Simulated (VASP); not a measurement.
# TiCo (Pm-3m) in VASP: further runs

The runs below take TiCo through single point, relaxation of cell and atoms, with PBE+D4, PBE.

All numbers are computed with VASP 6.6.1; they aren't measurements. Logs are shortened: lines on timing, memory, paths and dates and some standing lists are left out, and cuts for length are marked.

### Step 1. The cell of the first run

It takes space group Pm-3m (No. 221, cubic). Conventional cell: a = 2.961 Å, b = 2.961 Å, c = 2.961 Å, α = 90.00°, β = 90.00°, γ = 90.00°. Co (site symmetry m-3m) has 8 Ti at 2.56 Å and 6 Co at 2.96 Å within 3.4 Å. Within 3.4 Å of Ti (site symmetry m-3m) lie 8 Co at 2.56 Å and 6 Ti at 2.96 Å.

### Step 2. Single point, PBE+D4, collinear spin, ferromagnetic start

INCAR reads:

```
PREC     = Accurate       # precision mode
ENCUT    = 520            # plane-wave cutoff, eV
EDIFF    = 1E-6           # SCF threshold, eV
ISMEAR   = -1             # smearing method
SIGMA    = 0.05           # smearing width, eV
LREAL    = F              # projectors in reciprocal space
LASPH    = T              # aspherical terms in the spheres
NELM     = 150            # most SCF steps
ALGO     = Normal         # electronic algorithm
ISIF     = 2              # what is computed and relaxed
LWAVE    = F              # write WAVECAR
LCHARG   = F              # write CHGCAR
ISPIN    = 2              # spin polarisation
MAGMOM   = 2 1            # initial moments
LORBIT   = 11             # projections on sites
LMAXMIX  = 4              # l up to which the mixer works
GGA      = PE             # functional
IVDW     = 13             # dispersion correction
NBANDS   = 22             # bands
```

KPOINTS reads:

```
Automatic mesh
0
Gamma
  9 9 9
```

POSCAR reads:

```
TiCo
1.0
    2.9614043934      0.0000000000      0.0000000000
    0.0000000000      2.9614043934      0.0000000000
    0.0000000000      0.0000000000      2.9614043934
Co Ti
1 1
Direct
    0.5000000000      0.5000000000      0.5000000000
    0.0000000000      0.0000000000      0.0000000000
```

Potentials or basis: VASP PAW PBE potentials, release 64 (Co, Ti_sv).

The run is started by

```sh
cat potpaw_PBE.64/Co/POTCAR potpaw_PBE.64/Ti_sv/POTCAR > POTCAR
mpirun -np 1 vasp_std > vasp.out
```

OUTCAR:

```text
PREC = Accurate
   ENCUT = 520
   EDIFF = 1E-6
   ISMEAR = -1
   LREAL = F
   LASPH = T
   NELM = 150
   ISIF = 2
   ISPIN = 2
   LORBIT = 11
   GGA = PE
   IVDW = 13

 ion  position               nearest neighbor table
   1  0.500  0.500  0.500-   2 2.56   2 2.56   2 2.56   2 2.56   2 2.56   2 2.56   2 2.56   2 2.56

   2  0.000  0.000  0.000-   1 2.56   1 2.56   1 2.56   1 2.56   1 2.56   1 2.56   1 2.56   1 2.56

  LATTYP: Found a simple cubic cell.
 ALAT       =     2.9614043934

  Lattice vectors:

 A1 = (   2.9614043934,   0.0000000000,   0.0000000000)
 A2 = (   0.0000000000,   2.9614043934,   0.0000000000)
 A3 = (   0.0000000000,   0.0000000000,   2.9614043934)

Analysis of symmetry for initial positions (statically):
=====================================================================
 Subroutine PRICEL returns:
 Original cell was already a primitive cell.

 Routine SETGRP: Setting up the symmetry group for a
 simple cubic supercell.

 Subroutine GETGRP returns: Found 48 space group operations
 (whereof 48 operations were pure point group operations)
 out of a pool of 48 trial point group operations.

The static configuration has the point symmetry O_h .

Analysis of symmetry for dynamics (positions and initial velocities):
=====================================================================
 Subroutine PRICEL returns:
 Original cell was already a primitive cell.

 Routine SETGRP: Setting up the symmetry group for a
 simple cubic supercell.

 Subroutine GETGRP returns: Found 48 space group operations
 (whereof 48 operations were pure point group operations)
 out of a pool of 48 trial point group operations.

The dynamic configuration has the point symmetry O_h .

Analysis of structural, dynamic, and magnetic symmetry:
=====================================================================
 Subroutine PRICEL returns:
 Original cell was already a primitive cell.

 Routine SETGRP: Setting up the symmetry group for a
 simple cubic supercell.

 Subroutine GETGRP returns: Found 48 space group operations
 (whereof 48 operations were pure point group operations)
 out of a pool of 48 trial point group operations.

The overall configuration has the point symmetry O_h .

 Subroutine INISYM returns: Found 48 space group operations
 (whereof 48 operations are pure point group operations),
 and found     1 'primitive' translations

----------------------------------------------------------------------------------------

                                     Primitive cell

  volume of cell :      25.9713

  direct lattice vectors                    reciprocal lattice vectors
     2.961404393  0.000000000  0.000000000     0.337677624  0.000000000  0.000000000
     0.000000000  2.961404393  0.000000000     0.000000000  0.337677624  0.000000000
     0.000000000  0.000000000  2.961404393     0.000000000  0.000000000  0.337677624

  length of vectors
     2.961404393  2.961404393  2.961404393     0.337677624  0.337677624  0.337677624

  position of ions in fractional coordinates (direct lattice)
     0.500000000  0.500000000  0.500000000
     0.000000000  0.000000000  0.000000000

  ion indices of the primitive-cell ions
   primitive index   ion index
                 1           1
                 2           2

----------------------------------------------------------------------------------------

 KPOINTS: Automatic mesh

Automatic generation of k-mesh.
 Grid dimensions read from file:
 generate k-points for:    9    9    9

 Generating k-lattice:

  Cartesian coordinates                     Fractional coordinates (reciprocal lattice)
     0.037519736  0.000000000  0.000000000     0.111111111  0.000000000  0.000000000
     0.000000000  0.037519736  0.000000000     0.000000000  0.111111111  0.000000000
     0.000000000  0.000000000  0.037519736     0.000000000  0.000000000  0.111111111

  Length of vectors
     0.037519736  0.037519736  0.037519736

  Shift w.r.t. Gamma in fractional coordinates (k-lattice)
     0.000000000  0.000000000  0.000000000

 Subroutine IBZKPT returns following result:
 ===========================================

 Found     35 irreducible k-points:

 Following reciprocal coordinates:
            Coordinates               Weight
  0.000000  0.000000  0.000000      1.000000
  0.111111  0.000000  0.000000      6.000000
  0.222222  0.000000  0.000000      6.000000
  0.333333  0.000000  0.000000      6.000000
  0.444444  0.000000  0.000000      6.000000
  0.111111  0.111111  0.000000     12.000000
[... 16 lines left out ...]
  0.333333  0.333333  0.111111     24.000000
  0.444444  0.333333  0.111111     48.000000
 [... further k-points ...]
   k-points           NKPTS =     35   k-points in BZ     NKDIM =     35   number of bands    NBANDS=     22
   number of dos      NEDOS =    301   number of ions     NIONS =      2
   total plane-waves  NPLWV =  13824
   dimension x,y,z NGX =    24 NGY =   24 NGZ =   24
   dimension x,y,z NGXF=    48 NGYF=   48 NGZF=   48
   ions per type =               1   1
   NGX,Y,Z   is equivalent  to a cutoff of  13.47, 13.47, 13.47 a.u.
   NGXF,Y,Z  is equivalent  to a cutoff of  26.95, 26.95, 26.95 a.u.
 SYSTEM =  unknown system
   PREC   = accura    normal or accurate (medium, high low for compatibility)
   ISTART =      0    job   : 0-new  1-cont  2-samecut
   ICHARG =      2    charge: 1-file 2-atom 10-const
   ISPIN  =      2    spin polarized calculation?
   LNONCOLLINEAR =      F non collinear calculations
   LSORBIT =      F    spin-orbit coupling
   LASPH  =      T    aspherical Exc in radial PAW
   ENCUT  =  520.0 eV  38.22 Ry    6.18 a.u.   5.51  5.51  5.51*2*pi/ulx,y,z
   NELM   =    150;   NELMIN=  2; NELMDL= -5     # of ELM steps
   EDIFF  = 0.1E-05   stopping-criterion for ELM
   LREAL  =      F    real-space projection
   EDIFFG = 0.1E-04   stopping-criterion for IOM
   NSW    =      0    number of steps for IOM
   IBRION =     -1    ionic relax: 0-MD 1-quasi-New 2-CG
   NFREE  =      0    steps in history (QN), initial steepest desc. (CG)
   ISIF   =      2    stress and relaxation
   ISYM   =      2    0-nonsym 1-usesym 2-fastsym
   POTIM  = 0.5000    time-step for ionic-motion
   TEBEG  =    0.0;   TEEND  =   0.0 temperature during run
   PSTRESS=    0.0 pullay stress
   NELECT =      21.0000    total number of electrons
   NUPDOWN=      -1.0000    fix difference up-down
   EMIN   =  10.00;   EMAX   =-10.00  energy-range for DOS
   EFERMI =   0.00;   METHOD = LEGACY
   ISMEAR =    -1;   SIGMA  =   0.05  broadening in eV -4-tet -1-fermi 0-gaus
   EFERMI_NEDOS =   21; number of points for ismear=-14 and -15
   IALGO  =     38    algorithm
   IMIX   =      4    mixing-type and parameters
     AMIX     =   0.40;   BMIX     =  1.00
     AMIX_MAG =   1.60;   BMIX_MAG =  1.00
  volume/ion in A,a.u.               =      12.99        87.63
  Fermi-wavevector in a.u.,A,eV,Ry     =   1.525165  2.882144 31.648904  2.326129
  Thomas-Fermi vector in A             =   2.633373
   LORBIT       =     11    0 simple, 1 ext, 2 COOP (PROOUT), +10 PAW based schemes
   GGA     = PE    functional components
   LHFCALC =     F    Hartree Fock is set to
   AEXX    =    0.0000 exact exchange contribution
   IVDW    =    13    specifies the selected vdW correction
   LEPSILON=     F    determine dielectric tensor
   LRPA    =     F    only Hartree local field effects (RPA)
 spin polarized calculation
  energy-cutoff  :      520.00
  volume of cell :       25.97
 maximum number of plane-waves:       739
 NGX is ok and might be reduce to    24
   NGX = 11   NGY = 11   NGZ = 11

 number of electron      20.9999990 magnetization       0.7409808

 Free energy of the ion-electron system (eV)
  ---------------------------------------------------
  ext. energy  EPLUGINS =         0.00000000
  ---------------------------------------------------
  free energy    TOTEN  =       -15.67932702 eV

  energy without entropy =      -15.66202065  energy(sigma->0) =      -15.67067384

 E-fermi :  10.2851     XC(G=0): -12.7076

 val. band max:       10.2764691753   @ k =   0.4444   0.4444   0.3333
 cond. band min:      10.2896170131   @ k =   0.3333   0.3333   0.2222
 fundamental gap:      0.0131478378
 Fermi energy:        10.2851360723

 spin component 1

 k-point     1 :       0.0000    0.0000    0.0000
  band No.  band energies     occupation
      1     -46.8636      1.00000
      2     -22.9490      1.00000
      3     -22.9490      1.00000
      4     -22.9490      1.00000
      5       2.4700      1.00000
      6       6.0178      1.00000
[... 14 lines left out ...]
     21      30.1216      0.00000
     22      31.3936      0.00000

 k-point     2 :       0.1111    0.0000    0.0000
  band No.  band energies     occupation
      1     -46.8595      1.00000
      2     -22.9878      1.00000
      3     -22.9462      1.00000
      4     -22.9462      1.00000
      5       2.7192      1.00000
      6       6.1182      1.00000
[... 14 lines left out ...]
     21      30.8146      0.00000
     22      30.9121      0.00000

 k-point     3 :       0.2222    0.0000    0.0000
  band No.  band energies     occupation
      1     -46.8490      1.00000
      2     -23.0852      1.00000
      3     -22.9391      1.00000
      4     -22.9391      1.00000
      5       3.4324      1.00000
      6       6.4004      1.00000
[... 14 lines left out ...]
     21      29.9216      0.00000
     22      31.2320      0.00000
[... 476 lines left out ...]
 k-point    23 :       0.3333    0.3333    0.1111
  band No.  band energies     occupation
      1     -46.8090      1.00000
      2     -23.1612      1.00000
      3     -23.1515      1.00000
      4     -22.9449      1.00000
      5       5.7267      1.00000
      6       6.6640      1.00000
[... 14 lines left out ...]
     21      27.9658      0.00000
     22      29.7141      0.00000

 k-point    24 :       0.4444    0.3333    0.1111
  band No.  band energies     occupation
      1     -46.8018      1.00000
      2     -23.2221      1.00000
      3     -23.1467      1.00000
      4     -22.9384      1.00000
      5       5.9326      1.00000
      6       6.5401      1.00000
[... 14 lines left out ...]
     21      27.3195      0.00000
     22      30.4251      0.00000

 [... further k-points ...]

 spin component 2

 k-point     1 :       0.0000    0.0000    0.0000
  band No.  band energies     occupation
      1     -46.8683      1.00000
      2     -22.9542      1.00000
      3     -22.9542      1.00000
      4     -22.9542      1.00000
      5       2.4597      1.00000
      6       6.5830      1.00000
[... 14 lines left out ...]
     21      30.2595      0.00000
     22      31.2907      0.00000

 k-point     2 :       0.1111    0.0000    0.0000
  band No.  band energies     occupation
      1     -46.8641      1.00000
      2     -22.9933      1.00000
      3     -22.9514      1.00000
      4     -22.9514      1.00000
      5       2.7093      1.00000
      6       6.6971      1.00000
[... 14 lines left out ...]
     21      30.7089      0.00000
     22      31.0953      0.00000

 k-point     3 :       0.2222    0.0000    0.0000
  band No.  band energies     occupation
      1     -46.8536      1.00000
      2     -23.0916      1.00000
      3     -22.9442      1.00000
      4     -22.9442      1.00000
      5       3.4248      1.00000
      6       6.9565      1.00000
[... 14 lines left out ...]
     21      29.8098      0.00000
     22      31.1923      0.00000
[... 476 lines left out ...]
 k-point    23 :       0.3333    0.3333    0.1111
  band No.  band energies     occupation
      1     -46.8132      1.00000
      2     -23.1685      1.00000
      3     -23.1588      1.00000
      4     -22.9503      1.00000
      5       5.8589      1.00000
      6       7.0396      1.00000
[... 14 lines left out ...]
     21      28.0148      0.00000
     22      29.7718      0.00000

 k-point    24 :       0.4444    0.3333    0.1111
  band No.  band energies     occupation
      1     -46.8060      1.00000
      2     -23.2300      1.00000
      3     -23.1539      1.00000
      4     -22.9437      1.00000
      5       6.2052      1.00000
      6       6.7865      1.00000
[... 14 lines left out ...]
     21      27.3575      0.00000
     22      30.4070      0.00000

 [... further k-points ...]

------------------------ aborting loop because EDIFF is reached ----------------------------------------

  DFT-D4 for vdW energy calculation

  Edisp (eV):   -0.62647

  FORCE on cell =-STRESS in cart. coord.  units (eV):
  Direction    XX          YY          ZZ          XY          YZ          ZX
  --------------------------------------------------------------------------------------
  -------------------------------------------------------------------------------------
  Total      -0.12504    -0.12504    -0.12504    -0.00000    -0.00000     0.00000
  in kB      -7.71398    -7.71398    -7.71398    -0.00000    -0.00000     0.00000
  external pressure =       -7.71 kB  Pullay stress =        0.00 kB

 VOLUME and BASIS-vectors are now :
 -----------------------------------------------------------------------------
  energy-cutoff  :      520.00
  volume of cell :       25.97
      direct lattice vectors                 reciprocal lattice vectors
     2.961404393  0.000000000  0.000000000     0.337677624  0.000000000  0.000000000
     0.000000000  2.961404393  0.000000000     0.000000000  0.337677624  0.000000000
     0.000000000  0.000000000  2.961404393     0.000000000  0.000000000  0.337677624

 POSITION                                       TOTAL-FORCE (eV/Angst)
 -----------------------------------------------------------------------------------
      1.48070      1.48070      1.48070         0.000000      0.000000      0.000000
      0.00000      0.00000      0.00000         0.000000      0.000000      0.000000
 -----------------------------------------------------------------------------------
    total drift:                                0.000000      0.000000     -0.000000

  FREE ENERGIE OF THE ION-ELECTRON SYSTEM (eV)
  ---------------------------------------------------
  free  energy   TOTEN  =       -16.3057923762 eV

  energy  without entropy=      -16.2884860139  energy(sigma->0) =      -16.29713920

 total charge

# of ion       s       p       d       tot
------------------------------------------
    1        0.534   0.471   7.327   8.332
    2        2.252   6.188   1.881  10.322
--------------------------------------------------
tot          2.786   6.659   9.209  18.654

 magnetization (x)

# of ion       s       p       d       tot
------------------------------------------
    1        0.025  -0.006   0.788   0.807
    2       -0.002  -0.012  -0.007  -0.022
--------------------------------------------------
tot          0.022  -0.018   0.781   0.785
```

Wall time 20 s (1 thread of Intel Xeon 6975P-C (Granite Rapids), shared host); peak memory 0.16 GiB.

What came out:

```yaml
Free_energy: -16.3058 eV
Pressure: -0.8 GPa
Net_moment: 0.74 μB per cell
Site_moments: Co +0.81; Ti -0.02 μB
Valence_electrons_inside_the_program's_atomic_spheres: Co 8.33; Ti 10.32
Dispersion_energy_per_atom: -0.313 eV
```

Caveat: pairwise dispersion overbinds metals, which lowers pressure and volume.

### Step 3. Single point, PBE, collinear spin, ferromagnetic start

This run uses another cell than the first one, of 13.31 Å³/atom, 1.025 times its volume.

INCAR reads:

```
  PREC = Accurate
  ENCUT = 520
  EDIFF = 1E-7
  ISMEAR = 0
  SIGMA = 0.013000000000000001
  LREAL = F
  LASPH = T
  NELM = 150
  ALGO = Normal
  ISIF = 2
  LWAVE = F
  LCHARG = F
  ISPIN = 2
  MAGMOM = 2 1
  LORBIT = 11
  LMAXMIX = 4
  GGA = PE
  NBANDS = 22
```

KPOINTS is that of step 2.

POSCAR reads:

```
TiCo
1.0
    2.9861109900      0.0000000000      0.0000000000
    0.0000000000      2.9861109900      0.0000000000
    0.0000000000      0.0000000000      2.9861109900
Co Ti
1 1
Direct
    0.5000000000      0.5000000000      0.5000000000
    0.0000000000      0.0000000000      0.0000000000
```

Potentials or basis: VASP PAW PBE potentials, release 64 (Co, Ti_sv).

The run is started by

```sh
cat potpaw_PBE.64/Co/POTCAR potpaw_PBE.64/Ti_sv/POTCAR > POTCAR
mpirun -np 1 vasp_std > vasp.out
```

It took 20 s on 1 thread of Intel Xeon 6975P-C (Granite Rapids), shared host; peak memory 0.16 GiB.

The run converged. Its results:

```yaml
Free_energy: -15.6748 eV
Pressure: -0.9 GPa
Net_moment: 0.84 μB per cell
Site_moments: Co +0.92; Ti -0.03 μB
Valence_electrons_inside_the_program's_atomic_spheres: Co 8.29; Ti 10.29
```

Levels at points of the mesh, in eV from the Fermi level:
Spin up:
| k point | band 9 | band 10 | band 11 | band 12 | band 13 | band 14 |
| --- | --- | --- | --- | --- | --- | --- |
| (0.00, 0.00, 0.00) | -1.90 | -1.90 | 0.46 | 0.46 | 2.64 | 2.64 |
Spin down:
```tsv
k point	band 8	band 9	band 10	band 11	band 12	band 13
(0.00, 0.00, 0.00)	-1.36	-1.36	-1.36	0.99	0.99	2.74
```

[end of part 1 of 2]
